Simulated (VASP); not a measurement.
# BP (I-4m2) in VASP: a series of runs

BP is run at these levels: PBE; tasks: single point.

Everything below comes from runs of VASP 6.6.1. Logs are shortened: lines on timing, memory, paths and dates and some standing lists are left out, and cuts for length are marked.

## 1. The cell of the first run

It takes space group I-4m2 (No. 119, tetragonal). Conventional cell: a = 3.337 Å, b = 3.337 Å, c = 4.356 Å, α = 90.00°, β = 90.00°, γ = 90.00°. Within 2.6 Å of B (site symmetry -4m2) lie 4 P at 1.99 Å. Within 2.6 Å of P (site symmetry -4m2) lie 4 B at 1.99 Å.

## 2. Single point, PBE (strain +0.040 along x and y, -0.040 along z)

Input file INCAR:

```
PREC = Accurate
ENCUT = 520
EDIFF = 1E-6
ISMEAR = 0
SIGMA = 0.05
LREAL = False
LASPH = True
NELM = 100
ALGO = Normal
ISIF = 2
LWAVE = False
LCHARG = True
GGA = PE
LELF = True
LVHAR = True
NBANDS = 11
```

Input file KPOINTS:

```
Automatic mesh
0
Gamma
  10 10 10
```

Input file POSCAR:

```
BP
1.0
    0.0000000000      2.3597600000      2.1782400000
    2.3597600000      0.0000000000      2.1782400000
    2.3597600000      2.3597600000      0.0000000000
B P
1 1
Direct
    0.0000000000      0.0000000000      0.0000000000
    0.7500000000      0.7500000000      0.7500000000
```

Potentials or basis: VASP PAW PBE potentials, release 64 (B, P).

Command:

```
cat potpaw_PBE.64/B/POTCAR potpaw_PBE.64/P/POTCAR > POTCAR
mpirun -np 1 vasp_std > vasp.out
```

OUTCAR:

```text
PREC = Accurate
   ENCUT = 520
   EDIFF = 1E-6
   ISMEAR = 0
   LREAL = False
   LASPH = True
   NELM = 100
   ISIF = 2
   GGA = PE

 ion  position               nearest neighbor table
   1  0.000  0.000  0.000-   2 1.99   2 1.99   2 1.99   2 1.99
   2  0.750  0.750  0.750-   1 1.99   1 1.99   1 1.99   1 1.99

  LATTYP: Found a body centered tetragonal cell.
 ALAT       =     3.3372045959
 C/A-ratio  =     1.3054279037

  Lattice vectors:

 A1 = (   0.0000000000,  -2.3597600000,  -2.1782400000)
 A2 = (   0.0000000000,   2.3597600000,  -2.1782400000)
 A3 = (   2.3597600000,   0.0000000000,   2.1782400000)

Analysis of symmetry for initial positions (statically):
=====================================================================
 Subroutine PRICEL returns:
 Original cell was already a primitive cell.

 Routine SETGRP: Setting up the symmetry group for a
 body centered tetragonal supercell.

 Subroutine GETGRP returns: Found  8 space group operations
 (whereof  8 operations were pure point group operations)
 out of a pool of 16 trial point group operations.

The static configuration has the point symmetry D_2d.

Analysis of symmetry for dynamics (positions and initial velocities):
=====================================================================
 Subroutine PRICEL returns:
 Original cell was already a primitive cell.

 Routine SETGRP: Setting up the symmetry group for a
 body centered tetragonal supercell.

 Subroutine GETGRP returns: Found  8 space group operations
 (whereof  8 operations were pure point group operations)
 out of a pool of 16 trial point group operations.

The dynamic configuration has the point symmetry D_2d.

 Subroutine INISYM returns: Found  8 space group operations
 (whereof  8 operations are pure point group operations),
 and found     1 'primitive' translations

----------------------------------------------------------------------------------------

                                     Primitive cell

  volume of cell :      24.2589

  direct lattice vectors                    reciprocal lattice vectors
     0.000000000  2.359760000  2.178240000    -0.211885955  0.211885955  0.229543117
     2.359760000  0.000000000  2.178240000     0.211885955 -0.211885955  0.229543117
     2.359760000  2.359760000  0.000000000     0.211885955  0.211885955 -0.229543117

  length of vectors
     3.211416627  3.211416627  3.337204596     0.377467029  0.377467029  0.377467029

  position of ions in fractional coordinates (direct lattice)
     0.000000000  0.000000000  0.000000000
     0.750000000  0.750000000  0.750000000

  ion indices of the primitive-cell ions
   primitive index   ion index
                 1           1
                 2           2

----------------------------------------------------------------------------------------

 KPOINTS: Automatic mesh

Automatic generation of k-mesh.
 Grid dimensions read from file:
 generate k-points for:   10   10   10

 Generating k-lattice:

  Cartesian coordinates                     Fractional coordinates (reciprocal lattice)
    -0.021188595  0.021188595  0.022954312     0.100000000 -0.000000000  0.000000000
     0.021188595 -0.021188595  0.022954312    -0.000000000  0.100000000  0.000000000
     0.021188595  0.021188595 -0.022954312     0.000000000  0.000000000  0.100000000

  Length of vectors
     0.037746703  0.037746703  0.037746703

  Shift w.r.t. Gamma in fractional coordinates (k-lattice)
     0.000000000  0.000000000  0.000000000

 Subroutine IBZKPT returns following result:
 ===========================================

 Found    102 irreducible k-points:

 Following reciprocal coordinates:
            Coordinates               Weight
  0.000000  0.000000  0.000000      1.000000
  0.100000 -0.000000  0.000000      8.000000
  0.200000 -0.000000  0.000000      8.000000
  0.300000 -0.000000  0.000000      8.000000
  0.400000 -0.000000  0.000000      8.000000
  0.500000 -0.000000  0.000000      4.000000
[... 16 lines left out ...]
  0.300000  0.300000  0.000000      2.000000
  0.400000  0.300000  0.000000      8.000000
 [... further k-points ...]
   k-points           NKPTS =    102   k-points in BZ     NKDIM =    102   number of bands    NBANDS=     11
   number of dos      NEDOS =    301   number of ions     NIONS =      2
   total plane-waves  NPLWV =  16128
   dimension x,y,z NGX =    24 NGY =   24 NGZ =   28
   dimension x,y,z NGXF=    48 NGYF=   48 NGZF=   56
   ions per type =               1   1
   NGX,Y,Z   is equivalent  to a cutoff of  12.42, 12.42, 13.95 a.u.
   NGXF,Y,Z  is equivalent  to a cutoff of  24.85, 24.85, 27.90 a.u.
 SYSTEM =  unknown system
   PREC   = accura    normal or accurate (medium, high low for compatibility)
   ISTART =      0    job   : 0-new  1-cont  2-samecut
   ICHARG =      2    charge: 1-file 2-atom 10-const
   ISPIN  =      1    spin polarized calculation?
   LNONCOLLINEAR =      F non collinear calculations
   LSORBIT =      F    spin-orbit coupling
   LASPH  =      T    aspherical Exc in radial PAW
   ENCUT  =  520.0 eV  38.22 Ry    6.18 a.u.   5.97  5.97  6.20*2*pi/ulx,y,z
   NELM   =    100;   NELMIN=  2; NELMDL= -5     # of ELM steps
   EDIFF  = 0.1E-05   stopping-criterion for ELM
   LREAL  =      F    real-space projection
   EDIFFG = 0.1E-04   stopping-criterion for IOM
   NSW    =      0    number of steps for IOM
   IBRION =     -1    ionic relax: 0-MD 1-quasi-New 2-CG
   NFREE  =      0    steps in history (QN), initial steepest desc. (CG)
   ISIF   =      2    stress and relaxation
   ISYM   =      2    0-nonsym 1-usesym 2-fastsym
   POTIM  = 0.5000    time-step for ionic-motion
   TEBEG  =    0.0;   TEEND  =   0.0 temperature during run
   PSTRESS=    0.0 pullay stress
   NELECT =       8.0000    total number of electrons
   NUPDOWN=      -1.0000    fix difference up-down
   EMIN   =  10.00;   EMAX   =-10.00  energy-range for DOS
   EFERMI =   0.00;   METHOD = LEGACY
   ISMEAR =     0;   SIGMA  =   0.05  broadening in eV -4-tet -1-fermi 0-gaus
   EFERMI_NEDOS =   21; number of points for ismear=-14 and -15
   IALGO  =     38    algorithm
   IMIX   =      4    mixing-type and parameters
     AMIX     =   0.40;   BMIX     =  1.00
     AMIX_MAG =   1.60;   BMIX_MAG =  1.00
  volume/ion in A,a.u.               =      12.13        81.85
  Fermi-wavevector in a.u.,A,eV,Ry     =   1.131048  2.137371 17.405519  1.279270
  Thomas-Fermi vector in A             =   2.267746
   LORBIT       =      0    0 simple, 1 ext, 2 COOP (PROOUT), +10 PAW based schemes
   GGA     = PE    functional components
   LHFCALC =     F    Hartree Fock is set to
   AEXX    =    0.0000 exact exchange contribution
   IVDW    =     0    specifies the selected vdW correction
   LEPSILON=     F    determine dielectric tensor
   LRPA    =     F    only Hartree local field effects (RPA)
 non-spin polarized calculation
 Gauss-broadening in eV      SIGMA  =   0.05
  energy-cutoff  :      520.00
  volume of cell :       24.26
 maximum number of plane-waves:       670
   NGX = 11   NGY = 11   NGZ = 13

 number of electron       7.9999999 magnetization

 Free energy of the ion-electron system (eV)
  ---------------------------------------------------
  ext. energy  EPLUGINS =         0.00000000
  ---------------------------------------------------
  free energy    TOTEN  =       -12.84128836 eV

  energy without entropy =      -12.84127818  energy(sigma->0) =      -12.84128327

 E-fermi :   7.5406     XC(G=0): -10.7540

 val. band max:        7.4740856953   @ k =   0.0000   0.0000   0.0000
 cond. band min:       7.6172656330   @ k =   0.4000   0.4000   0.0000
 fundamental gap:      0.1431799377
 Fermi energy:         7.5405604840

 k-point     1 :       0.0000    0.0000    0.0000
  band No.  band energies     occupation
      1      -8.1274      2.00000
      2       6.7718      2.00000
      3       6.7718      2.00000
      4       7.4741      1.93992
      5      10.0743      0.00000
      6      10.5444      0.00000
      7      10.5444      0.00000
      8      13.7300      0.00000
      9      18.0285      0.00000
     10      18.2803      0.00000
     11      19.7981      0.00000

 k-point     2 :       0.1000   -0.0000    0.0000
  band No.  band energies     occupation
      1      -7.9521      2.00000
      2       5.6860      2.00000
      3       6.4622      2.00000
      4       7.0329      2.00000
      5      10.3668      0.00000
      6      10.9090      0.00000
      7      11.0237      0.00000
      8      14.2989      0.00000
      9      17.5567      0.00000
     10      18.7331      0.00000
     11      19.0084      0.00000

 k-point     3 :       0.2000   -0.0000    0.0000
  band No.  band energies     occupation
      1      -7.4337      2.00000
      2       3.4467      2.00000
      3       5.8562      2.00000
      4       6.5113      2.00000
      5      10.5679      0.00000
      6      11.4700      0.00000
      7      11.6960      0.00000
      8      15.6052      0.00000
      9      17.3519      0.00000
     10      18.0208      0.00000
     11      19.8915      0.00000

 k-point     4 :       0.3000   -0.0000    0.0000
  band No.  band energies     occupation
      1      -6.6032      2.00000
      2       1.1584      2.00000
      3       5.3093      2.00000
      4       6.0932      2.00000
      5      10.4097      0.00000
      6      11.5891      0.00000
      7      12.2675      0.00000
      8      16.7109      0.00000
      9      18.1614      0.00000
     10      18.3481      0.00000
     11      20.2401      0.00000

 k-point     5 :       0.4000   -0.0000    0.0000
  band No.  band energies     occupation
      1      -5.5773      2.00000
      2      -0.7953      2.00000
      3       4.9544      2.00000
      4       5.8360      2.00000
      5      10.2188      0.00000
      6      11.4226      0.00000
      7      12.4712      0.00000
      8      17.0665      0.00000
      9      19.3199      0.00000
     10      20.2949      0.00000
     11      21.1412      0.00000
[... 211 lines left out ...]
 k-point    21 :      -0.3000    0.2000    0.0000
  band No.  band energies     occupation
      1      -5.4617      2.00000
      2       0.4381      2.00000
      3       2.9343      2.00000
      4       4.6234      2.00000
      5      10.1739      0.00000
      6      13.0078      0.00000
      7      14.1533      0.00000
      8      16.3127      0.00000
      9      17.2496      0.00000
     10      18.5004      0.00000
     11      23.3820      0.00000

 k-point    22 :      -0.2000    0.2000    0.0000
  band No.  band energies     occupation
      1      -6.4055      2.00000
      2       2.0684      2.00000
      3       3.3796      2.00000
      4       5.3059      2.00000
      5      10.7458      0.00000
      6      12.3233      0.00000
      7      13.7474      0.00000
      8      15.2093      0.00000
      9      16.2371      0.00000
     10      19.6762      0.00000
     11      21.8399      0.00000

 k-point    23 :       0.3000    0.3000    0.0000
  band No.  band energies     occupation
      1      -5.8642      2.00000
      2       2.7414      2.00000
      3       3.4689      2.00000
      4       3.4689      2.00000
      5       7.9213      0.00000
      6      10.8288      0.00000
      7      15.6201      0.00000
      8      15.6201      0.00000
      9      20.1808      0.00000
     10      20.5410      0.00000
     11      23.7121      0.00000

 k-point    24 :       0.4000    0.3000    0.0000
  band No.  band energies     occupation
      1      -5.0107      2.00000
      2       1.2144      2.00000
      3       2.9823      2.00000
      4       3.1429      2.00000
      5       8.1824      0.00000
      6      10.2441      0.00000
      7      16.1215      0.00000
      8      16.2354      0.00000
      9      21.0828      0.00000
     10      21.7248      0.00000
     11      24.0355      0.00000

 [... further k-points ...]

------------------------ aborting loop because EDIFF is reached ----------------------------------------

  FORCE on cell =-STRESS in cart. coord.  units (eV):
  Direction    XX          YY          ZZ          XY          YZ          ZX
  --------------------------------------------------------------------------------------
  -------------------------------------------------------------------------------------
  Total       -1.6900298     -1.6900298      1.1174021      0.0000000     -0.0000000     -0.0000000
  in kB     -111.6178228   -111.6178228     73.7986941      0.0000000     -0.0000000     -0.0000000
  external PRESSURE =     -49.8123172 kB  Pullay stress =       0.0000000 kB

 VOLUME and BASIS-vectors are now :
 -----------------------------------------------------------------------------
  energy-cutoff  :      520.00
  volume of cell :       24.26
      direct lattice vectors                 reciprocal lattice vectors
     0.000000000  2.359760000  2.178240000    -0.211885955  0.211885955  0.229543117
     2.359760000  0.000000000  2.178240000     0.211885955 -0.211885955  0.229543117
     2.359760000  2.359760000  0.000000000     0.211885955  0.211885955 -0.229543117

 POSITION                                       TOTAL-FORCE (eV/Angst)
 -----------------------------------------------------------------------------------
      0.00000      0.00000      0.00000         0.000000      0.000000     -0.000000
      3.53964      3.53964      3.26736        -0.000000     -0.000000      0.000000
 -----------------------------------------------------------------------------------
    total drift:                               -0.000000     -0.000000      0.000000

  FREE ENERGIE OF THE ION-ELECTRON SYSTEM (eV)
  ---------------------------------------------------
  free  energy   TOTEN  =       -12.8412883629 eV

  energy  without entropy=      -12.8412781842  energy(sigma->0) =      -12.84128327
```

Run time: 12 s. Hardware: 1 thread of Intel Xeon Platinum 8488C (Sapphire Rapids), shared host; peak memory 0.15 GiB.

Results:

```
Free energy            : -12.8413 eV
Pressure               : -5.0 GPa
Band gap on the k mesh : 0.14 eV, indirect (least direct gap 2.60 eV)
```

Caveat: the cell differs from its parent crystal (strain +0.040 along x and y, -0.040 along z). A k mesh can miss the band edges.

## 3. Single point, PBE (strain +0.000 along x and y, +0.080 along z)

Input file INCAR:

```
SYSTEM = BP
PREC = Accurate
ENCUT = 520
EDIFF = 1E-7
ISMEAR = 0
SIGMA = 0.05
LREAL = .FALSE.
LASPH = .TRUE.
NELM = 100
ALGO = Normal
ISIF = 2
LWAVE = .FALSE.
LCHARG = .FALSE.
GGA = PE
NBANDS = 11
```

Input file KPOINTS:

```
regular mesh
0
G
  10 10 10
  0 0 0
```

Input file POSCAR:

```
BP
1.0
    0.0000000000      2.2690000000      2.4505200000
    2.2690000000      0.0000000000      2.4505200000
    2.2690000000      2.2690000000      0.0000000000
B P
1 1
Direct
    0.0000000000      0.0000000000      0.0000000000
    0.7500000000      0.7500000000      0.7500000000
```

Potentials or basis: VASP PAW PBE potentials, release 64 (B, P).

Command:

```
cat potpaw_PBE.64/B/POTCAR potpaw_PBE.64/P/POTCAR > POTCAR
mpirun -np 1 vasp_std > vasp.out
```

It took 16 s on 1 thread of Intel Xeon Platinum 8488C (Sapphire Rapids), shared host; peak memory 0.16 GiB.

Results (log left out):

| Property | Result |
| --- | --- |
| Free energy | -12.7908 eV |
| Pressure | -10.1 GPa |
| Band gap on the k mesh | 0.78 eV, indirect (least direct gap 2.92 eV) |

Stress tensor (GPa, compression positive):
```
 -3.06   0.00   0.00
  0.00  -3.06   0.00
  0.00   0.00 -24.16
```

Levels at points of the mesh, in eV from the valence-band top:
```tsv
k point	band 2	band 3	band 4	band 5	band 6	band 7
(0.00, 0.00, 0.00)	-0.79	0.00	0.00	2.92	2.92	3.35
(0.50, 0.00, 0.00)	-8.76	-2.40	-1.44	2.59	4.57	4.73
(0.50, 0.50, 0.00)	-8.86	-3.59	-3.59	1.77	2.16	11.10
(0.50, 0.00, 0.50)	-8.24	-4.40	-4.25	0.96	1.15	10.29
```

Caveat: the cell differs from its parent crystal (strain +0.000 along x and y, +0.080 along z).

## 4. Single point, PBE (strain +0.080 along x and y, -0.080 along z)

Input file INCAR:

```
SYSTEM = BP
PREC     = Accurate       ! precision mode
ENCUT    = 520            ! plane-wave cutoff, eV
EDIFF    = 1E-7           ! SCF threshold, eV
ISMEAR   = 0              ! smearing method
SIGMA    = 0.05           ! smearing width, eV
LREAL    = .False.        ! projectors in reciprocal space
LASPH    = .True.         ! aspherical terms in the spheres
NELM     = 100            ! most SCF steps
ALGO     = Normal         ! electronic algorithm
ISIF     = 2              ! what is computed and relaxed
LWAVE    = .False.        ! write WAVECAR
LCHARG   = .False.        ! write CHGCAR
GGA      = PE             ! functional
NBANDS   = 11             ! bands
```

Input file KPOINTS:

```
Automatic mesh
0
Gamma
  10 10 10
  0 0 0
```

Input file POSCAR:

```
BP
1.0
    0.0000000000      2.4505200000      2.0874800000
    2.4505200000      0.0000000000      2.0874800000
    2.4505200000      2.4505200000      0.0000000000
B P
1 1
Direct
    0.0000000000      0.0000000000      0.0000000000
    0.7500000000      0.7500000000      0.7500000000
```

Command:

```
cat potpaw_PBE.64/B/POTCAR potpaw_PBE.64/P/POTCAR > POTCAR
mpirun -np 1 vasp_std > vasp.out
```

Run time: 11 s. Hardware: 1 thread of Intel Xeon Platinum 8488C (Sapphire Rapids), shared host; peak memory 0.15 GiB.

It converged, with:

```yaml
Free_energy: -12.5956 eV
Pressure: -9.7 GPa
Band_gap_on_the_k_mesh: zero (band 4 reaches 7.51 eV, above the bottom of band 5 at 6.67 eV)
```

Stress tensor (GPa, compression positive):
```
-20.03   0.00   0.00
  0.00 -20.03   0.00
  0.00   0.00  11.01
```

Levels at points of the mesh, in eV from the Fermi level:
| k point | band 2 | band 3 | band 4 | band 5 | band 6 | band 7 |
| --- | --- | --- | --- | --- | --- | --- |
| (0.00, 0.00, 0.00) | -0.78 | -0.78 | 0.50 | 2.46 | 3.41 | 3.41 |
| (0.50, 0.00, 0.00) | -8.87 | -2.85 | -1.24 | 2.01 | 3.63 | 5.97 |
| (0.50, 0.50, 0.00) | -7.63 | -5.16 | -5.16 | 0.01 | 0.10 | 11.01 |
| (0.50, 0.00, 0.50) | -9.01 | -3.71 | -3.46 | 1.82 | 2.14 | 9.28 |

Caveat: the cell differs from its parent crystal (strain +0.080 along x and y, -0.080 along z).

(Continued in part 2 of 2.)
